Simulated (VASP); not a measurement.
Pt: relaxation of cell and atoms with LDA

Crystal: Pt.

```xyz
1
Lattice="0.0000 1.9609 1.9609 1.9609 0.0000 1.9609 1.9609 1.9609 0.0000" Properties=species:S:1:pos:R:3 pbc="T T T"
Pt    0.0000    0.0000    0.0000
```

```json
{
  "Program": "VASP 6.6.1",
  "Task": "relaxation of cell and atoms",
  "Functional": "LDA",
  "Potentials or basis": "VASP PAW LDA potentials, release 64 (Pt)",
  "Cutoff": "600 eV",
  "k mesh": "13 × 13 × 13",
  "Occupations": "fermi-dirac, width 0.1 eV",
  "Spin": "no spin polarisation",
  "Dipole correction": "no",
  "Further INCAR settings": "ALGO = Normal; EDIFF = 1e-06; IBRION = 2; EDIFFG = -0.05; NSW = 80; ISIF = 3"
}
```

* Relaxed volume: 14.82 Å³/atom
* Relaxed cell: a = 2.757 Å, b = 2.757 Å, c = 2.757 Å, α = 60.00°, β = 60.00°, γ = 60.00°
* Space group after relaxing (to 0.05 Å): Fm-3m (No. 225)
* Energy gained by relaxing: 4.2 meV/atom
* Ionic steps: 3
* Pressure after relaxing: -0.1 GPa
* Band gap on the k mesh: zero (band 5 reaches 11.91 eV, above the bottom of band 6 at 9.68 eV)

Step by step:
| step | energy change (eV) | largest force (eV/Å) | pressure (GPa) | volume (Å³) |
| --- | --- | --- | --- | --- |
| 1 | 0.0000 | 0.0000 | -5.10 | 15.08 |
| 2 | 0.0374 | 0.0000 | 18.54 | 14.06 |
| 3 | -0.0042 | 0.0000 | -0.12 | 14.82 |

Final structure:
```
Pt
1.0
     0.00000    1.94972    1.94972
     1.94972    0.00000    1.94972
     1.94972    1.94972    0.00000
Pt
1
Cartesian
  0.0000 0.0000 0.0000
```

Levels at points of the mesh, in eV from the Fermi level:
```tsv
k point	band 1	band 2	band 3	band 4	band 5	band 6	band 7	band 8	band 9
(0.00, 0.00, 0.00)	-10.43	-3.93	-3.93	-3.93	-1.67	-1.67	14.58	19.60	19.60
```

It took 38 s on 1 thread of Intel Xeon 8259CL (shared host), peak memory 0.16 GiB.

Caveat: spin-orbit coupling is left out, which moves the levels of the heavy elements. Zero-point motion and thermal expansion aren't in these numbers.
